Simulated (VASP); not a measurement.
# H3C2 (C2/m) in VASP: a series of runs

The runs below take H3C2 through single point, relaxation of shape and atoms at fixed volume, with PBE+D3(BJ).

Program: VASP 6.6.1. These are calculated values, not measurements. Logs are shortened: lines on timing, memory, paths and dates and some standing lists are left out, and cuts for length are marked.

**1. The cell of the first run**

The structure is monoclinic, space group C2/m (No. 12). Conventional cell: a = 6.825 Å, b = 6.660 Å, c = 4.538 Å, α = 90.00°, β = 94.99°, γ = 90.00°. Within 1.5 Å of H (site symmetry m) lie 1 C at 1.10 Å. Within 1.5 Å of H (site symmetry 1) lie 1 C at 1.10 Å. Within 1.6 Å of C (site symmetry m) lie 2 C at 1.22 to 1.46 Å. C (site symmetry m) has 3 H at 1.10 Å and 1 C at 1.46 Å within 1.5 Å.

**2. Single point, PBE+D3(BJ) (10.27 Å³/atom)**

INCAR reads:

```
SYSTEM = H3C2
ALGO = Normal ; EDIFF = 1E-7
ENCUT = 520 ; GGA = PE
ISIF = 2 ; ISMEAR = 0
IVDW = 12 ; LASPH = .True.
LCHARG = .False. ; LREAL = .False.
LWAVE = .False. ; NBANDS = 22
NELM = 60 ; PREC = Accurate
SIGMA = 0.02
```

KPOINTS reads:

```
k-points
0
Gamma
  6 6 6
  0 0 0
```

POSCAR reads:

```
H3C2
1.0
    3.4095137654     -3.3297791211      0.1445026746
    3.4095137654      3.3297791211      0.1445026746
   -0.5860213534      0.0000000000      4.4999848801
H C
6 4
Direct
    0.2351688299      0.2351688299      0.4996286147
    0.7648311701      0.7648311701      0.5003713853
    0.2167874089      0.4838231743      0.2222302008
    0.5161768257      0.7832125911      0.7777697992
    0.7832125911      0.5161768257      0.7777697992
    0.4838231743      0.2167874089      0.2222302008
    0.0771040418      0.0771040418      0.0777956052
    0.9228959582      0.9228959582      0.9222043948
    0.2619303721      0.2619303721      0.2641330623
    0.7380696279      0.7380696279      0.7358669377
```

Potentials or basis: VASP PAW PBE potentials, release 64 (H, C).

The run is started by

```
cat potpaw_PBE.64/H/POTCAR potpaw_PBE.64/C/POTCAR > POTCAR
mpirun -np 1 vasp_std > vasp.out
```

OUTCAR:

```text
SYSTEM = H3C2
   EDIFF = 1E-7
   ENCUT = 520
   GGA = PE
   ISIF = 2
   ISMEAR = 0
   IVDW = 12
   LASPH = .True.
   LREAL = .False.
   NELM = 60
   PREC = Accurate
 IVDW          = 12

 ion  position               nearest neighbor table
   1  0.235  0.235  0.500-   9 1.10
   2  0.765  0.765  0.500-  10 1.10
   3  0.217  0.484  0.222-   9 1.10
   4  0.516  0.783  0.778-  10 1.10
   5  0.783  0.516  0.778-  10 1.10
   6  0.484  0.217  0.222-   9 1.10
   7  0.077  0.077  0.078-   8 1.22   9 1.46
   8  0.923  0.923  0.922-   7 1.22  10 1.46
   9  0.262  0.262  0.264-   1 1.10   3 1.10   6 1.10   7 1.46
  10  0.738  0.738  0.736-   2 1.10   4 1.10   5 1.10   8 1.46

  LATTYP: Found a base centered monoclinic cell.
 ALAT       =     6.8251491235
 B/A-ratio  =     0.9757381299
 C/A-ratio  =     0.6648913296
 COS(beta)  =    -0.0870315320

  Lattice vectors:

 A1 = (   3.4095137654,  -3.3297791211,   0.1445026746)
 A2 = (   3.4095137654,   3.3297791211,   0.1445026746)
 A3 = (  -0.5860213534,   0.0000000000,   4.4999848801)

Analysis of symmetry for initial positions (statically):
=====================================================================
 Subroutine PRICEL returns:
 Original cell was already a primitive cell.

 Routine SETGRP: Setting up the symmetry group for a
 base centered monoclinic supercell.

 Subroutine GETGRP returns: Found  4 space group operations
 (whereof  4 operations were pure point group operations)
 out of a pool of  4 trial point group operations.

The static configuration has the point symmetry C_2h.

Analysis of symmetry for dynamics (positions and initial velocities):
=====================================================================
 Subroutine PRICEL returns:
 Original cell was already a primitive cell.

 Routine SETGRP: Setting up the symmetry group for a
 base centered monoclinic supercell.

 Subroutine GETGRP returns: Found  4 space group operations
 (whereof  4 operations were pure point group operations)
 out of a pool of  4 trial point group operations.

The dynamic configuration has the point symmetry C_2h.

 Subroutine INISYM returns: Found  4 space group operations
 (whereof  4 operations are pure point group operations),
 and found     1 'primitive' translations

[... 116 lines left out ...]
   ISIF   =      2    stress and relaxation
   ISYM   =      2    0-nonsym 1-usesym 2-fastsym
   POTIM  = 0.5000    time-step for ionic-motion
   TEBEG  =    0.0;   TEEND  =   0.0 temperature during run
   PSTRESS=    0.0 pullay stress
   NELECT =      22.0000    total number of electrons
   NUPDOWN=      -1.0000    fix difference up-down
   EMIN   =  10.00;   EMAX   =-10.00  energy-range for DOS
   EFERMI =   0.00;   METHOD = LEGACY
   ISMEAR =     0;   SIGMA  =   0.02  broadening in eV -4-tet -1-fermi 0-gaus
   EFERMI_NEDOS =   21; number of points for ismear=-14 and -15
   IALGO  =     38    algorithm
   IMIX   =      4    mixing-type and parameters
     AMIX     =   0.40;   BMIX     =  1.00
     AMIX_MAG =   1.60;   BMIX_MAG =  1.00
  volume/ion in A,a.u.               =      10.27        69.33
  Fermi-wavevector in a.u.,A,eV,Ry     =   0.979421  1.850837 13.051591  0.959265
  Thomas-Fermi vector in A             =   2.110272
   LORBIT       =      0    0 simple, 1 ext, 2 COOP (PROOUT), +10 PAW based schemes
   GGA     = PE    functional components
   LHFCALC =     F    Hartree Fock is set to
   AEXX    =    0.0000 exact exchange contribution
   IVDW    =    12    specifies the selected vdW correction
   LEPSILON=     F    determine dielectric tensor
   LRPA    =     F    only Hartree local field effects (RPA)
 non-spin polarized calculation
 Gauss-broadening in eV      SIGMA  =   0.02
  energy-cutoff  :      520.00
  volume of cell :      102.74
 maximum number of plane-waves:      2786
   NGX = 17   NGY = 17   NGZ = 17

 number of electron      22.0000001 magnetization

 Free energy of the ion-electron system (eV)
  ---------------------------------------------------
  ext. energy  EPLUGINS =         0.00000000
  ---------------------------------------------------
  free energy    TOTEN  =       -56.76482209 eV

  energy without entropy =      -56.76482209  energy(sigma->0) =      -56.76482209

 E-fermi :  -1.7398     XC(G=0):  -7.1595

 val. band max:       -1.8830063635   @ k =   0.5000   0.5000   0.5000
 cond. band min:       2.6916947048   @ k =   0.0000   0.0000   0.0000
 fundamental gap:      4.5747010683
 Fermi energy:        -1.7398138583

 k-point     1 :       0.0000    0.0000    0.0000
  band No.  band energies     occupation
      1     -15.9438      2.00000
      2     -14.5454      2.00000
      3     -12.7303      2.00000
      4      -7.8391      2.00000
      5      -7.0379      2.00000
      6      -6.5827      2.00000
[... 589 lines left out ...]
     21       9.1790      0.00000
     22       9.2397      0.00000

 [... further k-points ...]

------------------------ aborting loop because EDIFF is reached ----------------------------------------

 Edisp (eV)   -0.52391

 E8    (eV) :    -0.1229

  FORCE on cell =-STRESS in cart. coord.  units (eV):
  Direction    XX          YY          ZZ          XY          YZ          ZX
  --------------------------------------------------------------------------------------
  -------------------------------------------------------------------------------------
  Total      -0.32541    -0.32510    -0.28214     0.00000     0.00000     0.03166
  in kB      -5.07457    -5.06979    -4.39985     0.00000     0.00000     0.49371
  external pressure =       -4.85 kB  Pullay stress =        0.00 kB

 VOLUME and BASIS-vectors are now :
 -----------------------------------------------------------------------------
  energy-cutoff  :      520.00
  volume of cell :      102.74
      direct lattice vectors                 reciprocal lattice vectors
     3.409513765 -3.329779121  0.144502675     0.145843519 -0.150160110  0.018992823
     3.409513765  3.329779121  0.144502675     0.145843519  0.150160110  0.018992823
    -0.586021353  0.000000000  4.499984880    -0.009366600  0.000000000  0.221003181

 POSITION                                       TOTAL-FORCE (eV/Angst)
 -----------------------------------------------------------------------------------
      1.31083      0.00000      2.31629        -0.009984      0.000000      0.019531
      4.92218      0.00000      2.47270         0.009984      0.000000     -0.019531
      2.25851      0.88917      1.10127         0.013299      0.018400     -0.003846
      3.97450      0.88917      3.68772        -0.013299      0.018400      0.003846
      3.97450     -0.88917      3.68772        -0.013299     -0.018400      0.003846
      2.25851     -0.88917      1.10127         0.013299     -0.018400     -0.003846
      0.48018      0.00000      0.37236         0.055510      0.000000      0.044786
      5.75282      0.00000      4.41663        -0.055510      0.000000     -0.044786
      1.63132      0.00000      1.26429        -0.008875      0.000000     -0.008667
      4.60168      0.00000      3.52470         0.008875      0.000000      0.008667
 -----------------------------------------------------------------------------------
    total drift:                               -0.000000     -0.000000      0.000000

  FREE ENERGIE OF THE ION-ELECTRON SYSTEM (eV)
  ---------------------------------------------------
  free  energy   TOTEN  =       -57.2887312214 eV

  energy  without entropy=      -57.2887312214  energy(sigma->0) =      -57.28873122
```

Run time: 3.5 min. Hardware: 1 thread of Intel Xeon 8259CL, shared host; peak memory 0.28 GiB.

Results:

- Free energy: -57.2887 eV
- Pressure: -0.5 GPa
- Largest force: 0.071 eV/Å
- Band gap on the k mesh: 4.57 eV (least direct gap 5.28 eV)
- Dispersion energy per atom: -0.052 eV

Forces on the atoms (eV/Å):
```
H   -0.010  0.000  0.020
H    0.010  0.000 -0.020
H    0.013  0.018 -0.004
H   -0.013  0.018  0.004
H   -0.013 -0.018  0.004
H    0.013 -0.018 -0.004
C    0.056  0.000  0.045
C   -0.056  0.000 -0.045
C   -0.009  0.000 -0.009
C    0.009  0.000  0.009
```

Levels at points of the mesh, in eV from the valence-band top:
```
           k point  band 8  band 9  band 10  band 11  band 12  band 13  band 14  band 15
(0.00, 0.00, 0.00)   -4.39   -4.33    -1.20    -1.12     4.57     5.90     6.25     8.37
(0.50, 0.00, 0.00)   -4.49   -4.41    -1.06    -0.32     5.21     5.57     6.39     7.07
(0.50, 0.50, 0.00)   -4.43   -4.10    -0.75    -0.07     5.22     6.30     7.17     7.31
(0.00, 0.00, 0.50)   -4.50   -4.49    -1.08    -0.38     5.37     5.77     6.61     7.35
(0.50, 0.00, 0.50)   -4.56   -4.17    -0.85    -0.10     5.51     6.55     7.25     7.77
(0.50, 0.50, 0.50)   -4.60   -4.53    -0.04     0.00     6.31     6.47     7.50     7.94
```

**3. Relaxation of shape and atoms at fixed volume, PBE+D3(BJ) (8.50 Å³/atom)**

This run uses another cell than the first one, of 8.50 Å³/atom.

INCAR reads:

```
  PREC = Accurate
  ENCUT = 600
  EDIFF = 1E-7
  ISMEAR = 0
  SIGMA = 0.02
  LREAL = F
  LASPH = T
  NELM = 60
  ALGO = Normal
  ISIF = 4
  LWAVE = F
  LCHARG = F
  GGA = PE
  IVDW = 12
  IBRION = 2
  NSW = 50
  EDIFFG = -0.01
```

KPOINTS reads:

```
Automatic mesh
0
Gamma
  6 6 6
```

POSCAR reads:

```
H3C2
1.0
    3.3594402080     -3.1194107158      0.0925505994
    3.3594402080      3.1194107158      0.0925505994
   -0.6281086327      0.0000000000      4.0379548298
H C
6 4
Direct
    0.2602075215      0.2602075215      0.5364019719
    0.7397924785      0.7397924785      0.4635980281
    0.2200384262      0.5019946991      0.2229394425
    0.4980053009      0.7799615738      0.7770605575
    0.7799615738      0.4980053009      0.7770605575
    0.5019946991      0.2200384262      0.2229394425
    0.0808727978      0.0808727978      0.0816880490
    0.9191272022      0.9191272022      0.9183119510
    0.2750501525      0.2750501525      0.2747925100
    0.7249498475      0.7249498475      0.7252074900
```

Potentials or basis: VASP PAW PBE potentials, release 64 (H, C).

The run is started by

```
cat potpaw_PBE.64/H/POTCAR potpaw_PBE.64/C/POTCAR > POTCAR
mpirun -np 1 vasp_std > vasp.out
```

OUTCAR:

```text
PREC = Accurate
   ENCUT = 600
   EDIFF = 1E-7
   ISMEAR = 0
   LREAL = F
   LASPH = T
   NELM = 60
   ISIF = 4
   GGA = PE
   IVDW = 12
   IBRION = 2
   NSW = 50
   EDIFFG = -0.01
 IVDW          = 12

 ion  position               nearest neighbor table
   1  0.260  0.260  0.536-   9 1.09
   2  0.740  0.740  0.464-  10 1.09
   3  0.220  0.502  0.223-   9 1.09
   4  0.498  0.780  0.777-  10 1.09
   5  0.780  0.498  0.777-  10 1.09
   6  0.502  0.220  0.223-   9 1.09
   7  0.081  0.081  0.082-   8 1.20   9 1.44
   8  0.919  0.919  0.918-   7 1.20  10 1.44
   9  0.275  0.275  0.275-   1 1.09   3 1.09   6 1.09   7 1.44
  10  0.725  0.725  0.725-   2 1.09   4 1.09   5 1.09   8 1.44

  LATTYP: Found a base centered monoclinic cell.
 ALAT       =     6.7214296469
 B/A-ratio  =     0.9281985767
[... 348 lines left out ...]

------------------------ aborting loop because EDIFF is reached ----------------------------------------
[... 91 lines left out ...]
--------------------------------------- Ionic step       29  -------------------------------------------

 number of electron      21.9999998 magnetization

 Free energy of the ion-electron system (eV)
  ---------------------------------------------------
  ext. energy  EPLUGINS =         0.00000000
  ---------------------------------------------------
  free energy    TOTEN  =       -56.63618035 eV

  energy without entropy =      -56.63618035  energy(sigma->0) =      -56.63618035

 E-fermi :  -0.7458     XC(G=0):  -8.0234

 val. band max:       -0.8672823784   @ k =   0.5000   0.5000   0.5000
 cond. band min:       3.7594901942   @ k =   0.3333   0.3333  -0.0000
 fundamental gap:      4.6267725726
 Fermi energy:        -0.7457973386

 k-point     1 :       0.0000    0.0000    0.0000
  band No.  band energies     occupation
      1     -15.3805      2.00000
      2     -13.6756      2.00000
      3     -11.9937      2.00000
      4      -6.8929      2.00000
      5      -6.3772      2.00000
      6      -5.9430      2.00000
[... 457 lines left out ...]
      4      -7.1365      2.00000
      5      -6.2502      2.00000
      6      -5.9545      2.00000
[... 9 lines left out ...]
     16       7.7516      0.00000
     17       8.3029      0.00000

 [... further k-points ...]

------------------------ aborting loop because EDIFF is reached ----------------------------------------

 Edisp (eV)   -0.65736

 E8    (eV) :    -0.1576
[... 33 lines left out ...]
  FREE ENERGIE OF THE ION-ELECTRON SYSTEM (eV)
  ---------------------------------------------------
  free  energy   TOTEN  =       -57.2935446402 eV

  energy  without entropy=      -57.2935446402  energy(sigma->0) =      -57.29354464

 reached required accuracy - stopping structural energy minimisation
```

OSZICAR:

```text
N       E                     dE             d eps       ncg     rms          rms(c)
DAV:   1     0.624561209333E+02    0.62456E+02   -0.10663E+04  2312   0.123E+03
DAV:   2    -0.562759564251E+02   -0.11873E+03   -0.11620E+03  2905   0.220E+02
[... 218 lines left out ...]
  28 F= -.57293515E+02 E0= -.57293515E+02  d E =-.979429E-04
       N       E                     dE             d eps       ncg     rms          rms(c)
DAV:   1    -0.566361875262E+02   -0.42080E-04   -0.31329E-03  2312   0.418E-01    0.208E-02
DAV:   2    -0.566361840736E+02    0.34527E-05   -0.58154E-05  3390   0.585E-02    0.129E-02
DAV:   3    -0.566361802595E+02    0.38141E-05   -0.11744E-05  3000   0.275E-02    0.245E-03
DAV:   4    -0.566361803634E+02   -0.10388E-06   -0.18688E-06  2926   0.967E-03    0.156E-03
DAV:   5    -0.566361803479E+02    0.15500E-07   -0.94310E-08  1813   0.230E-03
  29 F= -.57293545E+02 E0= -.57293545E+02  d E =-.297577E-04
```

CONTCAR:

```text
H3C2
   1.00000000000000
     3.3953914508690168   -3.1295927359991973    0.0771550984708788
     3.3953914508690168    3.1295927359991973    0.0771550984708788
    -0.6512362857743335    0.0000000000000000    3.9844684734744340
  H               C
     6     4
Direct
     0.2662455080409058    0.2662455080409058    0.5467092686353657
     0.7337544919590944    0.7337544919590944    0.4532907313646341
     0.2214750470315598    0.5055514961067765    0.2242706818900481
     0.4944485038932235    0.7785249529684407    0.7757293181099516
     0.7785249529684407    0.4944485038932235    0.7757293181099516
     0.5055514961067765    0.2214750470315598    0.2242706818900481
     0.0818494456247938    0.0818494456247938    0.0827949514808045
     0.9181505543752062    0.9181505543752062    0.9172050485191956
     0.2781284797473209    0.2781284797473209    0.2783079104910447
     0.7218715202526790    0.7218715202526790    0.7216920895089551

  0.00000000E+00  0.00000000E+00  0.00000000E+00
  0.00000000E+00  0.00000000E+00  0.00000000E+00
  0.00000000E+00  0.00000000E+00  0.00000000E+00
  0.00000000E+00  0.00000000E+00  0.00000000E+00
  0.00000000E+00  0.00000000E+00  0.00000000E+00
  0.00000000E+00  0.00000000E+00  0.00000000E+00
  0.00000000E+00  0.00000000E+00  0.00000000E+00
  0.00000000E+00  0.00000000E+00  0.00000000E+00
  0.00000000E+00  0.00000000E+00  0.00000000E+00
  0.00000000E+00  0.00000000E+00  0.00000000E+00
```

Wall time 27 min (1 thread of Intel Xeon 8259CL, shared host); peak memory 0.3 GiB.

What came out:

```yaml
Free_energy: -57.2935 eV
Energy_gained_by_relaxing: 3.3 meV/atom
Ionic_steps: 29
Pressure_after_relaxing: 0.7 GPa
Largest_force_after_relaxing: 0.009 eV/Å
Band_gap_on_the_k_mesh: 4.63 eV (least direct gap 4.82 eV)
Dispersion_energy_per_atom: -0.066 eV
```

Forces on the atoms (eV/Å):
```
H    0.006  0.000  0.006
H   -0.006  0.000 -0.006
H   -0.003  0.005 -0.001
H    0.003  0.005  0.001
H    0.003 -0.005  0.001
H   -0.003 -0.005 -0.001
C   -0.009  0.000  0.000
C    0.009  0.000  0.000
C   -0.005  0.000 -0.002
C    0.005  0.000  0.002
```

The path:
| step | energy change (eV) | largest force (eV/Å) | pressure (GPa) | volume (Å³) |
| --- | --- | --- | --- | --- |
| 1 | 0.0000 | 0.8011 | 4.30 | 84.99 |
| 2 | 0.2460 | 7.0716 | -1.80 | 84.99 |
| 3 | -0.0096 | 0.7317 | 3.17 | 84.99 |
| 4 | -0.0283 | 0.1436 | -0.28 | 84.99 |
| 5 | -0.0312 | 0.1945 | 0.64 | 84.99 |
| 6 | -0.0262 | 1.0808 | 1.48 | 84.99 |
| 7 | -0.0314 | 0.0241 | 0.77 | 84.99 |
| 8 | -0.0315 | 0.0214 | 0.78 | 84.99 |
| 9 | -0.0315 | 0.0331 | 0.80 | 84.99 |
| 10 | -0.0316 | 0.0205 | 0.80 | 84.99 |
| 11 | -0.0316 | 0.0362 | 0.80 | 84.99 |
| 12 | -0.0316 | 0.0415 | 0.75 | 84.99 |
| 13 | -0.0316 | 0.0307 | 0.76 | 84.99 |
| 14 | -0.0316 | 0.0286 | 0.74 | 84.99 |
| 15 | -0.0317 | 0.0287 | 0.68 | 84.99 |
| 16 | -0.0318 | 0.0503 | 0.57 | 84.99 |
| 17 | -0.0318 | 0.0481 | 0.56 | 84.99 |
| 18 | -0.0319 | 0.0412 | 0.53 | 84.99 |
| 19 | -0.0320 | 0.0387 | 0.47 | 84.99 |
| 20 | -0.0320 | 0.0794 | 0.35 | 84.99 |
| 21 | -0.0321 | 0.0387 | 0.37 | 84.99 |
| 22 | -0.0322 | 0.0833 | 0.40 | 84.99 |
| 23 | -0.0323 | 0.0689 | 0.42 | 84.99 |
| 24 | -0.0326 | 0.0464 | 0.46 | 84.99 |
| 25 | -0.0330 | 0.0600 | 0.56 | 84.99 |
| 26 | -0.0330 | 0.0880 | 0.59 | 84.99 |
| 27 | -0.0331 | 0.0622 | 0.71 | 84.99 |
| 28 | -0.0331 | 0.0316 | 0.68 | 84.99 |
| 29 | -0.0331 | 0.0091 | 0.67 | 84.99 |

Final structure:
```xyz
10
Lattice="3.3954 -3.1296 0.0772 3.3954 3.1296 0.0772 -0.6512 0.0000 3.9845" Properties=species:S:1:pos:R:3 pbc="T T T"
H     1.4520    0.0000    2.2194
H     4.6876    0.0000    1.9193
H     2.3225    0.8890    0.9497
H     3.8171    0.8890    3.1891
H     3.8171   -0.8890    3.1891
H     2.3225   -0.8890    0.9497
C     0.5019    0.0000    0.3425
C     5.6376    0.0000    3.7963
C     1.7075    0.0000    1.1518
C     4.4321    0.0000    2.9870
```

A k mesh can miss the band edges.
